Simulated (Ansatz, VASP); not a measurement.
# One calculation of Ga2O3, two programs

INCAR

```
PREC = Accurate
ENCUT = 520
EDIFF = 1E-6
ISMEAR = -1
SIGMA = 0.02
LREAL = F
LASPH = T
NELM = 80
ALGO = Normal
ISIF = 2
LWAVE = F
LCHARG = T
GGA = PE
LELF = T
LVHAR = T
NBANDS = 55
```

File KPOINTS:

```
regular mesh
0
Gamma
  6 6 6
```

Contents of POSCAR:

```
Ga2O3
1.0
    2.4922617722      1.4389080051      4.3910261139
   -2.4922617722      1.4389080051      4.3910261139
    0.0000000000     -2.8778160102      4.3910261139
Ga O
4 6
Direct
    0.8562031914      0.8562031914      0.8562031914
    0.6437968086      0.6437968086      0.6437968086
    0.1437968086      0.1437968086      0.1437968086
    0.3562031914      0.3562031914      0.3562031914
    0.7500000000      0.4466706445      0.0533293555
    0.4466706445      0.0533293555      0.7500000000
    0.0533293555      0.7500000000      0.4466706445
    0.2500000000      0.5533293555      0.9466706445
    0.9466706445      0.2500000000      0.5533293555
    0.5533293555      0.9466706445      0.2500000000
```

Input for Ansatz:

```yaml
crystal:
  lattice:
    - [2.4922617722, 1.4389080051, 4.3910261139]
    - [-2.4922617722, 1.4389080051, 4.3910261139]
    - [0.0, -2.8778160102, 4.3910261139]
  atoms:
    - { symbol: Ga, position: [0.8562031914, 0.8562031914, 0.8562031914] }
    - { symbol: Ga, position: [0.6437968086, 0.6437968086, 0.6437968086] }
    - { symbol: Ga, position: [0.1437968086, 0.1437968086, 0.1437968086] }
    - { symbol: Ga, position: [0.3562031914, 0.3562031914, 0.3562031914] }
    - { symbol: O, position: [0.75, 0.4466706445, 0.0533293555] }
    - { symbol: O, position: [0.4466706445, 0.0533293555, 0.75] }
    - { symbol: O, position: [0.0533293555, 0.75, 0.4466706445] }
    - { symbol: O, position: [0.25, 0.5533293555, 0.9466706445] }
    - { symbol: O, position: [0.9466706445, 0.25, 0.5533293555] }
    - { symbol: O, position: [0.5533293555, 0.9466706445, 0.25] }
kpoints:
  mp_grid: { grid: [6, 6, 6] }
  band_path:
    path:
      - [0.0, 0.0, 0.0]
      - [0.5, 0.5, 0.5]
      - [0.7645798177, 0.2354201823, 0.5]
      - [0.5, -0.2354201823, 0.2354201823]
      - [0.5, 0.0, 0.0]
      - [0.3677100911, -0.3677100911, 0.0]
      - [0.6322899089, 0.0, 0.3677100911]
      - [0.5, 0.0, 0.5]
      - [0.0, 0.161458, -0.166667]
    npoints: 1
hamiltonian:
  xc: pbe
scf:
  occupations: { method: fermi_dirac, width: 0.02 }
  n_extra_bands: 6
output:
  forces: true
  stress: true
  eigenvalues: true
```

Change from the starting cell: uniaxial_z strain -2.0%.

Alike in both runs: task single point; functional PBE; k mesh 6 × 6 × 6; occupations fermi-dirac, width 0.02 eV; no spin polarisation.

|  | VASP | Ansatz |
| --- | --- | --- |
| version | VASP 6.6.1 | Ansatz 0.2.0 |
| potentials or method | VASP PAW PBE potentials, release 64 (Ga_d, O) | plane waves, PAW |
| plane-wave cutoff (eV) | 520 | 420 |
| valence electrons in the cell | 88 | 88 |

```tsv
	VASP	Ansatz	Ansatz less VASP
gap on the k mesh at the Fermi level (eV)	3.02	3.03	+0.007
pressure (GPa)	15.2	14.1	-1.09
traceless stress, the component that is largest in VASP (GPa)	2.02	2.12	+0.092
rms of the force components (eV/Å)	0.035	0.027	-0.0079
```

Atom by atom the forces differ by 0.010 eV/Å (rms over components).
